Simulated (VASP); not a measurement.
# MgO (P6_3mc) in VASP: further runs, part 2 of 2

VASP 6.6.1.

## (3) Single point, r2SCAN

Input file POSCAR:

```
MgO
1.0
    3.2888220312      0.0000000000      0.0000000000
   -1.6444110156      2.8482034276      0.0000000000
    0.0000000000      0.0000000000      5.0322712613
Mg O
2 2
Direct
    0.3333333333      0.6666666667      0.0048537832
    0.6666666667      0.3333333333      0.5048537832
    0.3333333333      0.6666666667      0.3997462168
    0.6666666667      0.3333333333      0.8997462168
```

Input file INCAR.step1:

```
SYSTEM = MgO
PREC = Accurate
ENCUT = 520
ISMEAR = 0
SIGMA = 0.02
LREAL = .FALSE.
LASPH = .TRUE.
NELM = 80
NBANDS = 16
GGA = PE
ALGO = Normal
EDIFF = 1E-4
LWAVE = .TRUE.
LCHARG = .FALSE.
```

Input file INCAR.step2:

```
SYSTEM = MgO
PREC = Accurate
ENCUT = 520
EDIFF = 1E-7
ISMEAR = 0
SIGMA = 0.02
LREAL = .FALSE.
LASPH = .TRUE.
NELM = 80
ALGO = Normal
ISIF = 2
LWAVE = .FALSE.
LCHARG = .TRUE.
METAGGA = R2SCAN
LMIXTAU = .TRUE.
LELF = .TRUE.
LVHAR = .TRUE.
NBANDS = 16
ISTART = 1
```

Input file KPOINTS:

```
regular mesh
0
G
  12 12 6
  0 0 0
```

Potentials or basis: VASP PAW PBE potentials, release 64 (Mg, O).

Launch:

```bash
$ cat potpaw_PBE.64/Mg/POTCAR potpaw_PBE.64/O/POTCAR > POTCAR
$ cp INCAR.step1 INCAR
$ mpirun -np 1 vasp_std > vasp.out
$ cp INCAR.step2 INCAR
$ mpirun -np 1 vasp_std > vasp.out
```

OUTCAR:

```text
SYSTEM = MgO
   PREC = Accurate
   ENCUT = 520
   EDIFF = 1E-7
   ISMEAR = 0
   LREAL = .FALSE.
   LASPH = .TRUE.
   NELM = 80
   ISIF = 2
   METAGGA = R2SCAN
   ISTART = 1

 ion  position               nearest neighbor table
   1  0.333  0.667  0.005-   4 1.97   4 1.97   4 1.97   3 1.99   2 3.15   2 3.15   2 3.15   2 3.15
                             2 3.15   2 3.15
   2  0.667  0.333  0.505-   3 1.97   3 1.97   3 1.97   4 1.99   1 3.15   1 3.15   1 3.15   1 3.15
                             1 3.15   1 3.15
   3  0.333  0.667  0.400-   2 1.97   2 1.97   2 1.97   1 1.99
   4  0.667  0.333  0.900-   1 1.97   1 1.97   1 1.97   2 1.99

  LATTYP: Found a hexagonal cell.
 ALAT       =     3.2888220312
 C/A-ratio  =     1.5301135828

  Lattice vectors:

 A1 = (   3.2888220312,   0.0000000000,   0.0000000000)
 A2 = (  -1.6444110156,   2.8482034276,   0.0000000000)
 A3 = (   0.0000000000,   0.0000000000,   5.0322712613)

Analysis of symmetry for initial positions (statically):
=====================================================================
 Subroutine PRICEL returns:
 Original cell was already a primitive cell.

 Routine SETGRP: Setting up the symmetry group for a
 hexagonal supercell.
[... 170 lines left out ...]

  energy without entropy =      -31.85538763  energy(sigma->0) =      -31.85538763

 E-fermi :   0.8247     XC(G=0): -10.2042

 val. band max:        0.6771954344   @ k =   0.0000   0.0000   0.0000
 cond. band min:       4.8826698709   @ k =   0.0000   0.0000   0.0000
 fundamental gap:      4.2054744365
 Fermi energy:         0.8247304084

 k-point     1 :       0.0000    0.0000    0.0000
  band No.  band energies     occupation
      1     -16.4789      2.00000
      2     -15.7166      2.00000
      3      -2.5692      2.00000
      4      -0.0170      2.00000
      5      -0.0170      2.00000
      6       0.2977      2.00000
[... 433 lines left out ...]
      3      -2.0586      2.00000
      4      -1.5827      2.00000
      5      -0.9912      2.00000
      6      -0.3993      2.00000
[... 8 lines left out ...]
     15      16.2647      0.00000
     16      17.4876      0.00000

 [... further k-points ...]
[... 5 lines left out ...]
  --------------------------------------------------------------------------------------
  -------------------------------------------------------------------------------------
  Total       -0.1718597     -0.1718597     -0.1449261      0.0000000      0.0000000     -0.0000000
  in kB       -5.8412976     -5.8412976     -4.9258555      0.0000000      0.0000000     -0.0000000
  external PRESSURE =      -5.5361503 kB  Pullay stress =       0.0000000 kB

 VOLUME and BASIS-vectors are now :
 -----------------------------------------------------------------------------
  energy-cutoff  :      520.00
  volume of cell :       47.14
      direct lattice vectors                 reciprocal lattice vectors
     3.288822031  0.000000000  0.000000000     0.304060235  0.175549259  0.000000000
    -1.644411016  2.848203428  0.000000000     0.000000000  0.351098517  0.000000000
     0.000000000  0.000000000  5.032271261     0.000000000  0.000000000  0.198717428

 POSITION                                       TOTAL-FORCE (eV/Angst)
 -----------------------------------------------------------------------------------
     -0.00000      1.89880      0.02443         0.000000     -0.000000      0.001752
      1.64441      0.94940      2.54056        -0.000000     -0.000000      0.001752
     -0.00000      1.89880      2.01163        -0.000000      0.000000     -0.001752
      1.64441      0.94940      4.52777        -0.000000     -0.000000     -0.001752
 -----------------------------------------------------------------------------------
    total drift:                                0.000000      0.000001     -0.017181

  FREE ENERGIE OF THE ION-ELECTRON SYSTEM (eV)
  ---------------------------------------------------
  free  energy   TOTEN  =       -31.8553876328 eV

  energy  without entropy=      -31.8553876328  energy(sigma->0) =      -31.85538763
```

OSZICAR.step1:

```text
N       E                     dE             d eps       ncg     rms          rms(c)
DAV:   1     0.599716340788E+02    0.59972E+02   -0.75677E+03  2440   0.887E+02
DAV:   2    -0.238240491646E+02   -0.83796E+02   -0.77410E+02  3328   0.196E+02
DAV:   3    -0.277856997238E+02   -0.39617E+01   -0.39525E+01  2800   0.440E+01
DAV:   4    -0.278021798833E+02   -0.16480E-01   -0.16480E-01  2936   0.334E+00
DAV:   5    -0.278022619750E+02   -0.82092E-04   -0.82092E-04  2808   0.225E-01    0.117E+01
DAV:   6    -0.235715018059E+02    0.42308E+01   -0.12247E+01  2432   0.262E+01    0.385E+00
DAV:   7    -0.235245755873E+02    0.46926E-01   -0.16622E-01  2464   0.326E+00    0.220E+00
DAV:   8    -0.235203015016E+02    0.42741E-02   -0.95064E-02  2576   0.337E+00    0.502E-01
DAV:   9    -0.235178952977E+02    0.24062E-02   -0.30851E-03  3024   0.510E-01    0.175E-01
DAV:  10    -0.235186367268E+02   -0.74143E-03   -0.15582E-03  2472   0.256E-01    0.304E-02
DAV:  11    -0.235186582915E+02   -0.21565E-04   -0.14337E-05  1568   0.273E-02
   1 F= -.23518658E+02 E0= -.23518658E+02  d E =-.197122E-27
```

It took 2.2 min on 1 thread of Intel Xeon 6975P-C, shared host; peak memory 0.2 GiB.

What came out:

```
Free energy            : -31.8554 eV
Pressure               : -0.6 GPa
Band gap on the k mesh : 4.21 eV, direct
```

Caveat: the PAW data sets were made with another functional, which shifts forces and pressure a little. A k mesh can miss the band edges.

## (4) Relaxation of cell and atoms, r2SCAN

Input file POSCAR:

```
MgO
1.0
    3.3077869865      0.0000000000      0.0000000000
   -1.6538934933      2.8646275606      0.0000000000
    0.0000000000      0.0000000000      4.9828816700
Mg O
2 2
Direct
    0.3333333300      0.6666666700      0.0021597400
    0.6666666700      0.3333333300      0.5021597400
    0.3333333300      0.6666666700      0.4024402600
    0.6666666700      0.3333333300      0.9024402600
```

Input file INCAR.step1:

```
SYSTEM = MgO
ALGO = Normal
EDIFF = 1E-4
ENCUT = 600
GGA = PE
ISMEAR = 0
LASPH = .TRUE.
LCHARG = .FALSE.
LREAL = .FALSE.
LWAVE = .TRUE.
NELM = 80
PREC = Accurate
SIGMA = 0.02
```

Input file INCAR.step2:

```
SYSTEM = MgO
ALGO = Normal
EDIFF = 1E-7
EDIFFG = -0.01
ENCUT = 600
IBRION = 2
ISIF = 3
ISMEAR = 0
ISTART = 1
LASPH = .TRUE.
LCHARG = .FALSE.
LMIXTAU = .TRUE.
LREAL = .FALSE.
LWAVE = .FALSE.
METAGGA = R2SCAN
NELM = 80
NSW = 100
PREC = Accurate
SIGMA = 0.02
```

Input file KPOINTS:

```
k-points
0
G
  12 12 6
  0 0 0
```

Potentials or basis: VASP PAW PBE potentials, release 64 (Mg, O).

Launch:

```bash
$ cat potpaw_PBE.64/Mg/POTCAR potpaw_PBE.64/O/POTCAR > POTCAR
$ cp INCAR.step1 INCAR
$ mpirun -np 1 vasp_std > vasp.out
$ cp INCAR.step2 INCAR
$ mpirun -np 1 vasp_std > vasp.out
```

OUTCAR:

```text
SYSTEM = MgO
   EDIFF = 1E-7
   EDIFFG = -0.01
   ENCUT = 600
   IBRION = 2
   ISIF = 3
   ISMEAR = 0
   ISTART = 1
   LASPH = .TRUE.
   LREAL = .FALSE.
   METAGGA = R2SCAN
   NELM = 80
   NSW = 100
   PREC = Accurate

 ion  position               nearest neighbor table
   1  0.333  0.667  0.002-   4 1.97   4 1.97   4 1.97   3 1.99   2 3.14   2 3.14   2 3.14   2 3.14
                             2 3.14   2 3.14
   2  0.667  0.333  0.502-   3 1.97   3 1.97   3 1.97   4 1.99   1 3.14   1 3.14   1 3.14   1 3.14
                             1 3.14   1 3.14
   3  0.333  0.667  0.402-   2 1.97   2 1.97   2 1.97   1 1.99
   4  0.667  0.333  0.902-   1 1.97   1 1.97   1 1.97   2 1.99

  LATTYP: Found a hexagonal cell.
 ALAT       =     3.3077869865
 C/A-ratio  =     1.5064094787

  Lattice vectors:

 A1 = (   3.3077869865,   0.0000000000,   0.0000000000)
 A2 = (  -1.6538934933,   2.8646275606,   0.0000000000)
 A3 = (   0.0000000000,   0.0000000000,   4.9828816700)

Analysis of symmetry for initial positions (statically):
=====================================================================
 Subroutine PRICEL returns:
 Original cell was already a primitive cell.

 Routine SETGRP: Setting up the symmetry group for a
 hexagonal supercell.

 Subroutine GETGRP returns: Found 12 space group operations
 (whereof  6 operations were pure point group operations)
 out of a pool of 24 trial point group operations.

The static configuration has the point symmetry C_3v.
 The point group associated with its full space group is C_6v.

Analysis of symmetry for dynamics (positions and initial velocities):
=====================================================================
 Subroutine PRICEL returns:
 Original cell was already a primitive cell.

 Routine SETGRP: Setting up the symmetry group for a
 hexagonal supercell.

 Subroutine GETGRP returns: Found 12 space group operations
 (whereof  6 operations were pure point group operations)
 out of a pool of 24 trial point group operations.

The dynamic configuration has the point symmetry C_3v.
 The point group associated with its full space group is C_6v.

 Subroutine INISYM returns: Found 12 space group operations
 (whereof  6 operations are pure point group operations),
 and found     1 'primitive' translations

----------------------------------------------------------------------------------------

                                     Primitive cell

  volume of cell :      47.2157

  direct lattice vectors                    reciprocal lattice vectors
     3.307786987  0.000000000  0.000000000     0.302316928  0.174542760  0.000000000
    -1.653893493  2.864627561  0.000000000     0.000000000  0.349085519  0.000000000
     0.000000000  0.000000000  4.982881670     0.000000000  0.000000000  0.200687086

  length of vectors
     3.307786987  3.307786987  4.982881670     0.349085519  0.349085519  0.200687086

  position of ions in fractional coordinates (direct lattice)
     0.333333330  0.666666670  0.002159740
     0.666666670  0.333333330  0.502159740
     0.333333330  0.666666670  0.402440260
     0.666666670  0.333333330  0.902440260

  ion indices of the primitive-cell ions
   primitive index   ion index
                 1           1
                 2           2
                 3           3
                 4           4

[... 73 lines left out ...]
   EDIFFG = -.1E-01   stopping-criterion for IOM
   NSW    =    100    number of steps for IOM
   IBRION =      2    ionic relax: 0-MD 1-quasi-New 2-CG
   NFREE  =      1    steps in history (QN), initial steepest desc. (CG)
   ISIF   =      3    stress and relaxation
   ISYM   =      2    0-nonsym 1-usesym 2-fastsym
   POTIM  = 0.5000    time-step for ionic-motion
   TEBEG  =    0.0;   TEEND  =   0.0 temperature during run
   PSTRESS=    0.0 pullay stress
   NELECT =      16.0000    total number of electrons
   NUPDOWN=      -1.0000    fix difference up-down
   EMIN   =  10.00;   EMAX   =-10.00  energy-range for DOS
   EFERMI =   0.00;   METHOD = LEGACY
   ISMEAR =     0;   SIGMA  =   0.02  broadening in eV -4-tet -1-fermi 0-gaus
   EFERMI_NEDOS =   21; number of points for ismear=-14 and -15
   IALGO  =     38    algorithm
   IMIX   =      4    mixing-type and parameters
     AMIX     =   0.40;   BMIX     =  1.00
     AMIX_MAG =   1.60;   BMIX_MAG =  1.00
  volume/ion in A,a.u.               =      11.80        79.66
  Fermi-wavevector in a.u.,A,eV,Ry     =   1.141351  2.156842 17.724080  1.302683
  Thomas-Fermi vector in A             =   2.278052
   LORBIT       =      0    0 simple, 1 ext, 2 COOP (PROOUT), +10 PAW based schemes
   METAGGA = R2SCAN    functional components
   LHFCALC =     F    Hartree Fock is set to
   AEXX    =    0.0000 exact exchange contribution
   IVDW    =     0    specifies the selected vdW correction
   LEPSILON=     F    determine dielectric tensor
   LRPA    =     F    only Hartree local field effects (RPA)
 conjugate gradient relaxation of ions
 non-spin polarized calculation
 Gauss-broadening in eV      SIGMA  =   0.02
  energy-cutoff  :      600.00
  volume of cell :       47.22
 maximum number of plane-waves:      1604
 NGX is ok and might be reduce to    28
   NGX = 13   NGY = 13   NGZ = 19

--------------------------------------- Ionic step        1  -------------------------------------------

 number of electron      15.9999997 magnetization

 Free energy of the ion-electron system (eV)
  ---------------------------------------------------
  ext. energy  EPLUGINS =         0.00000000
  ---------------------------------------------------
  free energy    TOTEN  =       -31.86069014 eV

  energy without entropy =      -31.86069014  energy(sigma->0) =      -31.86069014

------------------------ aborting loop because EDIFF is reached ----------------------------------------

  FORCE on cell =-STRESS in cart. coord.  units (eV):
  Direction    XX          YY          ZZ          XY          YZ          ZX
  --------------------------------------------------------------------------------------
  -------------------------------------------------------------------------------------
  Total       -0.4276267     -0.4276267     -0.3071557      0.0000000      0.0000000      0.0000000
  in kB      -14.5107261    -14.5107261    -10.4227652      0.0000000      0.0000000      0.0000000
  external PRESSURE =     -13.1480724 kB  Pullay stress =       0.0000000 kB
[... 95 lines left out ...]
  FREE ENERGIE OF THE ION-ELECTRON SYSTEM (eV)
  ---------------------------------------------------
  free  energy   TOTEN  =       -31.8628222002 eV

  energy  without entropy=      -31.8628222002  energy(sigma->0) =      -31.86282220

[... ionic steps 4 to 8 ...]

--------------------------------------- Ionic step        9  -------------------------------------------

 number of electron      15.9999995 magnetization

------------------------ aborting loop because EDIFF is reached ----------------------------------------
[... 71 lines left out ...]
--------------------------------------- Ionic step       11  -------------------------------------------

 number of electron      15.9999996 magnetization

 Free energy of the ion-electron system (eV)
  ---------------------------------------------------
  ext. energy  EPLUGINS =         0.00000000
  ---------------------------------------------------
  free energy    TOTEN  =       -31.86352361 eV

  energy without entropy =      -31.86352361  energy(sigma->0) =      -31.86352361

 E-fermi :   0.8123     XC(G=0): -10.2316

 val. band max:        0.7130903100   @ k =   0.0000   0.0000   0.0000
 cond. band min:       4.9483027044   @ k =   0.0000   0.0000   0.0000
 fundamental gap:      4.2352123944
 Fermi energy:         0.8123046365

 k-point     1 :       0.0000    0.0000    0.0000
  band No.  band energies     occupation
      1     -16.4682      2.00000
      2     -15.6940      2.00000
      3      -2.5543      2.00000
      4       0.0054      2.00000
      5       0.0054      2.00000
      6       0.3236      2.00000
      7       0.3236      2.00000
      8       0.7131      2.00000
      9       4.9483      0.00000
     10      10.1890      0.00000
     11      11.9388      0.00000
     12      15.9712      0.00000
[... 331 lines left out ...]
 k-point    24 :       0.3333   -0.0000    0.1667
  band No.  band energies     occupation
      1     -16.0024      2.00000
      2     -15.6154      2.00000
      3      -2.0436      2.00000
      4      -1.5629      2.00000
      5      -0.9673      2.00000
      6      -0.3781      2.00000
      7       0.2207      2.00000
      8       0.3122      2.00000
      9       8.0876      0.00000
     10       9.9761      0.00000
     11      11.7181      0.00000
     12      13.1473      0.00000

 [... further k-points ...]
[... 5 lines left out ...]
  --------------------------------------------------------------------------------------
  -------------------------------------------------------------------------------------
  Total       -0.0103798     -0.0103798      0.0156613      0.0000000      0.0000000     -0.0000000
  in kB       -0.3549054     -0.3549054      0.5354875      0.0000000      0.0000000     -0.0000000
  external PRESSURE =      -0.0581078 kB  Pullay stress =       0.0000000 kB
[... 19 lines left out ...]
  FREE ENERGIE OF THE ION-ELECTRON SYSTEM (eV)
  ---------------------------------------------------
  free  energy   TOTEN  =       -31.8635236141 eV

  energy  without entropy=      -31.8635236141  energy(sigma->0) =      -31.86352361

 reached required accuracy - stopping structural energy minimisation
```

It took 19 min on 1 thread of Intel Xeon 6975P-C, shared host; peak memory 0.23 GiB.

What came out:

```yaml
Free_energy: -31.8635 eV
Relaxed_volume: 11.71 Å³/atom
Relaxed_cell: a = 3.284 Å, b = 3.284 Å, c = 5.017 Å, α = 90.00°, β = 90.00°, γ = 120.00°
Space_group_after_relaxing_to_0.05_Å: P6_3mc (No. 186)
Energy_gained_by_relaxing: 0.7 meV/atom
Ionic_steps: 11
Pressure_after_relaxing: 0.0 GPa
Largest_force_after_relaxing: 0.004 eV/Å
Band_gap_on_the_k_mesh: 4.24 eV, direct
```

Forces on the atoms (eV/Å):
```
Mg   0.000  0.000 -0.004
Mg   0.000  0.000 -0.004
O    0.000  0.000  0.004
O    0.000  0.000  0.004
```

Stress tensor (GPa, compression positive):
```
-0.04  0.00  0.00
 0.00 -0.04  0.00
 0.00  0.00  0.05
```

The path:
```tsv
step	energy change (eV)	largest force (eV/Å)	pressure (GPa)	volume (Å³)
1	0.0000	0.0288	-1.31	47.22
2	-0.0019	0.0111	0.54	46.56
3	-0.0021	0.0158	0.04	46.73
4	-0.0021	0.0160	0.02	46.74
5	-0.0022	0.0135	0.01	46.74
6	-0.0024	0.0057	0.01	46.77
7	-0.0027	0.0113	-0.01	46.81
8	-0.0025	0.0508	-0.05	46.90
9	-0.0027	0.0234	-0.02	46.84
10	-0.0028	0.0186	-0.01	46.85
11	-0.0028	0.0044	-0.01	46.86
```

Final structure:
```xyz
4
Lattice="3.2840 0.0000 0.0000 -1.6420 2.8440 0.0000 0.0000 0.0000 5.0171" Properties=species:S:1:pos:R:3 pbc="T T T"
Mg    0.0000    1.8960    0.0233
Mg    1.6420    0.9480    2.5319
O     0.0000    1.8960    2.0066
O     1.6420    0.9480    4.5152
```

Caveat: the PAW data sets were made with another functional, which shifts forces and pressure a little. r2SCAN opens gaps a little over a GGA but as a rule still falls short of measured ones.

## (5) Summary

```csv
task,cell,k mesh,cutoff (eV),smearing,gap on the mesh (eV),pressure (GPa)
single point,"a = 3.308, b = 3.308, c = 4.983 Å, angles 90.0, 90.0, 120.0°, 4 atoms",6 × 6 × 4,520,gaussian 0.1 eV,4.13,-1.1
single point,"a = 3.289, b = 3.289, c = 5.032 Å, angles 90.0, 90.0, 120.0°, 4 atoms",12 × 12 × 6,520,gaussian 0.02 eV,4.21,-0.6
relaxation of cell and atoms,"relaxed from a = 3.308, b = 3.308, c = 4.983 Å, angles 90.0, 90.0, 120.0°, 4 atoms",12 × 12 × 6,600,gaussian 0.02 eV,4.24,0.0
```

Alike in all rows: level r2SCAN; potentials or basis VASP PAW PBE potentials, release 64 (Mg, O); no spin polarisation.

Caveats: the PAW data sets were made with another functional, which shifts forces and pressure a little.

Total energies depend on the potentials used, so only differences within one code and one set of settings carry meaning.
